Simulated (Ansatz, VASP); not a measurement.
Two plane-wave programs on Eu

The input INCAR:

```
SYSTEM = Eu
ALGO = Fast
EDIFF = 1E-6
ENCUT = 520
GGA = PE
ISIF = 2
ISMEAR = -1
ISPIN = 2
LASPH = .TRUE.
LCHARG = .FALSE.
LMAXMIX = 6
LORBIT = 11
LREAL = .FALSE.
LWAVE = .FALSE.
MAGMOM = 7
NBANDS = 18
NELM = 150
PREC = Accurate
SIGMA = 0.05
```

Contents of KPOINTS:

```
k-points
0
G
  8 8 8
  0 0 0
```

The input POSCAR:

```
Eu
1.0
    0.0000000000      2.7893026914      2.7893026914
    2.7893026914      0.0000000000      2.7893026914
    2.7893026914      2.7893026914      0.0000000000
Eu
1
Direct
    0.0000000000      0.0000000000      0.0000000000
```

Contents of input.yaml:

```yaml
crystal:
  lattice:
    - [0.0, 2.7893026914, 2.7893026914]
    - [2.7893026914, 0.0, 2.7893026914]
    - [2.7893026914, 2.7893026914, 0.0]
  atoms:
    - { symbol: Eu, position: [0.0, 0.0, 0.0], spin: 7.0 }
hamiltonian:
  xc: pbe
  pseudopotentials: { kind: paw }
magnetization:
  spin_polarized: true
kpoints:
  mp_grid: { grid: [8, 8, 8] }
scf:
  occupations: { method: fermi_dirac, width: 0.05 }
output:
  forces: true
  stress: true
  eigenvalues: true
```

Alike in both runs: task single point; functional PBE; k mesh 8 × 8 × 8; occupations fermi-dirac, width 0.05 eV; collinear spin.

```csv
,VASP,Ansatz
version,VASP 6.6.1,Ansatz 0.2.0
potentials or method,"VASP PAW PBE potentials, release 64 (Eu)",Ansatz PAW
plane-wave cutoff (eV),520,420
valence electrons in the cell,17,17
```

```csv
,VASP,Ansatz,Ansatz less VASP
gap on the k mesh at the Fermi level (eV),none,none,-
pressure (GPa),-0.9,-0.6,+0.27
net moment per atom (μB),7.52,7.53,+0.002
size of the moment on the site where the two differ most (μB),6.73,7.20,+0.464
```

Site moments also hang on the region over which each program counts them. A gap of «none» marks a metal or a gap that the smearing closes.

Spin-orbit coupling is off throughout.
